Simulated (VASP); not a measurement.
# La (P6_3/mmc) in VASP: a series of runs, part 2 of 2

VASP 6.6.1. The steps go on from the part before.

## Step 3: Single point, PBE

This run uses another cell than the first one, of 25.62 Å³/atom.

Contents of INCAR:

```
ALGO = Normal ; EDIFF = 1E-6
ENCUT = 520 ; GGA = PE
ISIF = 2 ; ISMEAR = -1
LASPH = T ; LCHARG = F
LREAL = F ; LWAVE = F
NBANDS = 18 ; NELM = 100
PREC = Accurate ; SIGMA = 0.08
```

Contents of KPOINTS:

```
k-points
0
Gamma
  13 13 7
```

Contents of POSCAR:

```
La
1.0
    3.2849971580      0.0000000000      0.0000000000
   -1.6424985790      2.8448909902      0.0000000000
    0.0000000000      0.0000000000      5.4837604196
La
2
Direct
    0.3333333333      0.6666666667      0.2500000000
    0.6666666667      0.3333333333      0.7500000000
```

Potentials or basis: VASP PAW PBE potentials, release 64 (La).

Run with:

```sh
$ cat potpaw_PBE.64/La/POTCAR > POTCAR
$ mpirun -np 1 vasp_std > vasp.out
```

OUTCAR:

```text
EDIFF = 1E-6
   ENCUT = 520
   GGA = PE
   ISIF = 2
   ISMEAR = -1
   LASPH = T
   LREAL = F
   NELM = 100
   PREC = Accurate

 ion  position               nearest neighbor table
   1  0.333  0.667  0.250-   2 3.33   2 3.33   2 3.33   2 3.33   2 3.33   2 3.33
   2  0.667  0.333  0.750-   1 3.33   1 3.33   1 3.33   1 3.33   1 3.33   1 3.33

  LATTYP: Found a hexagonal cell.
 ALAT       =     3.2849971580
 C/A-ratio  =     1.6693349053

  Lattice vectors:

 A1 = (   3.2849971580,   0.0000000000,   0.0000000000)
 A2 = (  -1.6424985790,   2.8448909902,   0.0000000000)
 A3 = (   0.0000000000,   0.0000000000,   5.4837604196)

Analysis of symmetry for initial positions (statically):
=====================================================================
 Subroutine PRICEL returns:
 Original cell was already a primitive cell.

 Routine SETGRP: Setting up the symmetry group for a
 hexagonal supercell.

 Subroutine GETGRP returns: Found 24 space group operations
 (whereof 12 operations were pure point group operations)
 out of a pool of 24 trial point group operations.
[... 160 lines left out ...]
  free energy    TOTEN  =        -8.83049451 eV

  energy without entropy =       -8.77607437  energy(sigma->0) =       -8.80328444

 E-fermi :  12.0729     XC(G=0): -11.1821

 val. band max:       12.0685415725   @ k =   0.1538   0.0769   0.4286
 cond. band min:      12.0732982126   @ k =   0.2308  -0.0000   0.0000
 fundamental gap:      0.0047566402
 Fermi energy:        12.0728757465

 k-point     1 :       0.0000    0.0000    0.0000
  band No.  band energies     occupation
      1     -20.7266      2.00000
      2     -20.0171      2.00000
      3      -6.0256      2.00000
      4      -2.7724      2.00000
      5      -2.7724      2.00000
      6      -2.4779      2.00000
[... 481 lines left out ...]
      5      -3.2162      2.00000
      6      -2.9722      2.00000
[... 10 lines left out ...]
     17      14.2887      0.00000
     18      14.4642      0.00000

 [... further k-points ...]

------------------------ aborting loop because EDIFF is reached ----------------------------------------

  FORCE on cell =-STRESS in cart. coord.  units (eV):
  Direction    XX          YY          ZZ          XY          YZ          ZX
  --------------------------------------------------------------------------------------
  -------------------------------------------------------------------------------------
  Total        4.9659878      4.9659878      4.9255524      0.0000000      0.0000000      0.0000000
  in kB      155.2519739    155.2519739    153.9878398      0.0000000      0.0000000      0.0000000
  external PRESSURE =     154.8305959 kB  Pullay stress =       0.0000000 kB

 VOLUME and BASIS-vectors are now :
 -----------------------------------------------------------------------------
  energy-cutoff  :      520.00
  volume of cell :       51.25
      direct lattice vectors                 reciprocal lattice vectors
     3.284997158  0.000000000  0.000000000     0.304414266  0.175753659  0.000000000
    -1.642498579  2.844890990  0.000000000     0.000000000  0.351507317  0.000000000
     0.000000000  0.000000000  5.483760420     0.000000000  0.000000000  0.182356617

 POSITION                                       TOTAL-FORCE (eV/Angst)
 -----------------------------------------------------------------------------------
     -0.00000      1.89659      1.37094        -0.000000      0.000000      0.000000
      1.64250      0.94830      4.11282         0.000000     -0.000000      0.000000
 -----------------------------------------------------------------------------------
    total drift:                                0.000000     -0.000000      0.000000

  FREE ENERGIE OF THE ION-ELECTRON SYSTEM (eV)
  ---------------------------------------------------
  free  energy   TOTEN  =        -8.8304945132 eV

  energy  without entropy=       -8.7760743689  energy(sigma->0) =       -8.80328444
```

OSZICAR:

```text
N       E                     dE             d eps       ncg     rms          rms(c)
DAV:   1     0.240037885951E+03    0.24004E+03   -0.80928E+03  3056   0.186E+03
DAV:   2     0.257713789975E+02   -0.21427E+03   -0.21084E+03  4280   0.324E+02
DAV:   3    -0.564792877698E+01   -0.31419E+02   -0.30541E+02  5058   0.141E+02
DAV:   4    -0.873453600848E+01   -0.30866E+01   -0.30406E+01  6016   0.356E+01
DAV:   5    -0.896247912505E+01   -0.22794E+00   -0.22542E+00  5072   0.931E+00    0.616E+00
DAV:   6    -0.887387426965E+01    0.88605E-01   -0.38967E-01  6040   0.505E+00    0.326E+00
DAV:   7    -0.882713408379E+01    0.46740E-01   -0.76525E-02  5416   0.216E+00    0.625E-01
DAV:   8    -0.882826814023E+01   -0.11341E-02   -0.13330E-02  5832   0.111E+00    0.167E-01
DAV:   9    -0.883033488934E+01   -0.20667E-02   -0.90581E-03  5456   0.752E-01    0.807E-02
DAV:  10    -0.883045074223E+01   -0.11585E-03   -0.76102E-04  5896   0.242E-01    0.592E-02
DAV:  11    -0.883049817581E+01   -0.47434E-04   -0.40912E-04  5080   0.173E-01    0.183E-02
DAV:  12    -0.883049550137E+01    0.26744E-05   -0.33642E-05  5968   0.616E-02    0.533E-03
DAV:  13    -0.883049451319E+01    0.98817E-06   -0.17024E-06  4472   0.109E-02
   1 F= -.88304945E+01 E0= -.88032844E+01  d E =-.544201E-01
```

Wall time 2.2 min (1 thread of Intel Xeon 8259CL, shared host); peak memory 0.23 GiB.

Results:

```yaml
Free_energy: -8.8305 eV
Pressure: 15.5 GPa
Band_gap_on_the_k_mesh: zero (bands 11 and 12 overlap by 1.79 eV)
```

Stress tensor (GPa, compression positive):
```
15.53  0.00  0.00
 0.00 15.53  0.00
 0.00  0.00 15.40
```

Caveat: the cell stands under pressure; spin-orbit coupling is left out, which moves the levels of the heavy elements.

## Step 4: Single point, PBE (25.62 Å³/atom)

This run uses another cell than the first one, of 25.62 Å³/atom.

Contents of INCAR:

```
SYSTEM = La
ALGO = Normal
EDIFF = 1E-6
ENCUT = 520
GGA = PE
ISIF = 2
ISMEAR = -1
LASPH = .True.
LCHARG = .False.
LREAL = .False.
LWAVE = .False.
NBANDS = 18
NELM = 100
PREC = Accurate
SIGMA = 0.08
```

Contents of KPOINTS:

```
k-points
0
Gamma
  13 13 7
  0 0 0
```

POSCAR is that of step 3.

Run with:

```sh
$ cat potpaw_PBE.64/La/POTCAR > POTCAR
$ mpirun -np 1 vasp_std > vasp.out
```

Wall time 2.9 min (1 thread of Intel Xeon 8259CL, shared host); peak memory 0.23 GiB.

It converged, with:

```
Free energy            : -8.8305 eV
Pressure               : 15.5 GPa
Band gap on the k mesh : zero (bands 11 and 12 overlap by 1.79 eV)
```

Stress tensor (GPa, compression positive):
```
15.53  0.00  0.00
 0.00 15.53  0.00
 0.00  0.00 15.40
```

Levels at points of the mesh, in eV from the Fermi level:
| k point | band 8 | band 9 | band 10 | band 11 | band 12 | band 13 | band 14 | band 15 |
| --- | --- | --- | --- | --- | --- | --- | --- | --- |
| (0.00, 0.00, 0.00) | -14.43 | -2.27 | -2.05 | 0.87 | 1.54 | 1.54 | 1.79 | 1.95 |

Caveat: the cell stands under pressure; spin-orbit coupling is left out, which moves the levels of the heavy elements.

## Step 5: Single point, PBE

This run uses another cell than the first one, of 29.39 Å³/atom.

Contents of INCAR:

```
ALGO     = Normal         # electronic algorithm
EDIFF    = 1E-7           # SCF threshold, eV
ENCUT    = 520            # plane-wave cutoff, eV
GGA      = PE             # functional
ISIF     = 2              # what is computed and relaxed
ISMEAR   = -1             # smearing method
LASPH    = True           # aspherical terms in the spheres
LCHARG   = False          # write CHGCAR
LREAL    = False          # projectors in reciprocal space
LWAVE    = False          # write WAVECAR
NBANDS   = 18             # bands
NELM     = 100            # most SCF steps
PREC     = Accurate       # precision mode
SIGMA    = 0.08           # smearing width, eV
```

Contents of KPOINTS:

```
k-points
0
Gamma
  13 13 7
```

Contents of POSCAR:

```
La
1.0
    3.4457976168      0.0000000000      0.0000000000
   -1.7228988084      2.9841482725      0.0000000000
    0.0000000000      0.0000000000      5.7168214230
La
2
Direct
    0.3333333333      0.6666666667      0.2500000000
    0.6666666667      0.3333333333      0.7500000000
```

Run with:

```sh
$ cat potpaw_PBE.64/La/POTCAR > POTCAR
$ mpirun -np 1 vasp_std > vasp.out
```

Wall time 5.6 min (1 thread of Intel Xeon 8259CL, shared host); peak memory 0.25 GiB.

It converged, with:

```
Free energy            : -9.3741 eV
Pressure               : 8.2 GPa
Band gap on the k mesh : zero (bands 11 and 12 overlap by 1.63 eV)
```

Levels at points of the mesh, in eV from the Fermi level:
```tsv
k point	band 7	band 8	band 9	band 10	band 11	band 12	band 13	band 14	band 15	band 16
(0.00, 0.00, 0.00)	-15.00	-15.00	-2.77	-1.95	1.00	1.50	1.50	1.77	1.88	2.01
```

Caveat: the cell stands under pressure; spin-orbit coupling is left out, which moves the levels of the heavy elements.

## Step 6: Overview

| cell | gap on the mesh (eV) | pressure (GPa) |
| --- | --- | --- |
| a = 3.105, b = 3.105, c = 5.236 Å, angles 90.0, 90.0, 120.0°, 2 atoms | none | 29.1 |
| a = 3.285, b = 3.285, c = 5.484 Å, angles 90.0, 90.0, 120.0°, 2 atoms | none | 15.5 |
| a = 3.446, b = 3.446, c = 5.717 Å, angles 90.0, 90.0, 120.0°, 2 atoms | none | 8.2 |

Alike in all rows: task single point; level PBE; potentials or basis VASP PAW PBE potentials, release 64 (La); no spin polarisation; k mesh 13 × 13 × 7; cutoff (eV) 520; smearing fermi-dirac 0.08 eV.

Caveats: the cell stands under pressure; spin-orbit coupling is left out, which moves the levels of the heavy elements.

Absolute energies hang on the potentials; compare differences alone.

The gap in the log of VASP goes by the Fermi energy; the results here count the filled bands.